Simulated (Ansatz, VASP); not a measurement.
# Two plane-wave programs on C

The input INCAR:

```
ALGO = Normal
EDIFF = 1E-7
EDIFFG = -0.002
ENCUT = 600
GGA = CA
GGA_COMPAT = F
IBRION = 2
ISIF = 3
ISMEAR = 0
LASPH = T
LCHARG = F
LREAL = F
LWAVE = F
NELM = 120
NELMIN = 4
NSW = 100
PREC = Accurate
SIGMA = 0.02
```

Contents of KPOINTS:

```
k-points
0
Gamma
  12 12 12
```

The input POSCAR:

```
C
1.0
    0.0000000000      1.7660705302      1.7660705302
    1.7660705302      0.0000000000      1.7660705302
    1.7660705302      1.7660705302      0.0000000000
C
2
Direct
    0.0000000000      0.0000000000      0.0000000000
    0.2500000000      0.2500000000      0.2500000000
```

Input for Ansatz:

```yaml
crystal:
  lattice:
    - [0.0, 1.7660705302, 1.7660705302]
    - [1.7660705302, 0.0, 1.7660705302]
    - [1.7660705302, 1.7660705302, 0.0]
  atoms:
    - { symbol: C, position: [0.0, 0.0, 0.0] }
    - { symbol: C, position: [0.25, 0.25, 0.25] }
basis:
  ecutwfc: 420
kpoints:
  mp_grid: { grid: [12, 12, 12] }
hamiltonian:
  xc: lda
scf:
  occupations: { method: gaussian, width: 0.02 }
output:
  forces: true
  stress: true
  eigenvalues: true
relax:
  adjacent_minimum: "off"
  f_tol: 0.002
  max_steps: 80
  cell: { stress_tol: 0.02 }
```

Alike in both runs: task relaxation of cell and atoms; functional LDA; k mesh 12 × 12 × 12; occupations gaussian, width 0.02 eV; no spin polarisation.

|  | VASP | Ansatz |
| --- | --- | --- |
| version | VASP 6.6.1 | Ansatz 0.2.0 |
| potentials or method | VASP PAW LDA potentials, release 64 (C), cutoff 600 eV | scalar-relativistic, plane waves, PAW |
| valence electrons in the cell | 8 | 8 |

VASP gave:

```
gap on the k mesh at the Fermi level, each at its own relaxed structure (eV) : 4.19
relaxed volume (Å³/atom)                                                     : 5.52
relaxed cell length with the largest relative difference (Å)                 : 2.499
```

Problem. What did Ansatz give for the same quantities?

Solution. gap on the k mesh at the Fermi level, each at its own relaxed structure (eV): 4.20; relaxed volume (Å³/atom): 5.51; relaxed cell length with the largest relative difference (Å): 2.497.

LDA's correlation is that of Perdew and Zunger in VASP and of Perdew and Wang (1992) in Ansatz.
